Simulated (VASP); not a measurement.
# Ge: single point with PBEsol

The system is Ge.

```
Ge
1.0
    -2.60837    2.60837    1.41580
     2.60837   -2.60837    1.41580
     2.60837    2.60837   -1.41580
Ge
2
Direct
  0.50000 0.50000 0.00000
  0.25000 0.75000 0.50000
```

This cell differs from its parent crystal: volume scaled by 1.04.

| Item | Value |
| --- | --- |
| Program | VASP 6.6.1 |
| Task | single point |
| Functional | PBEsol |
| Potentials or basis | VASP PAW PBE potentials, release 64 (Ge_d) |
| Cutoff | 520 eV |
| k mesh | 11 × 11 × 11 |
| Occupations | fermi-dirac, width 0.05 eV |
| Spin | no spin polarisation |

```yaml
Pressure: -3.3 GPa
Band_gap_on_the_k_mesh: zero (band 14 reaches 7.85 eV, above the bottom of band 15 at 3.39 eV)
```

Stress tensor (GPa, compression positive):
```
-3.22  0.00  0.00
 0.00 -3.22  0.00
 0.00  0.00 -3.59
```

Levels at points of the mesh, in eV from the Fermi level:
| k point | band 12 | band 13 | band 14 | band 15 | band 16 | band 17 |
| --- | --- | --- | --- | --- | --- | --- |
| (0.00, 0.00, 0.00) | -4.20 | -2.23 | -2.23 | 3.33 | 7.33 | 7.33 |

Wall time 2.2 min on 1 thread of AMD EPYC 7R43 64-Core Processor (Zen 3) (shared host), peak memory 0.18 GiB.

Caveat: the PAW data sets were made with another functional, which shifts forces and pressure a little.
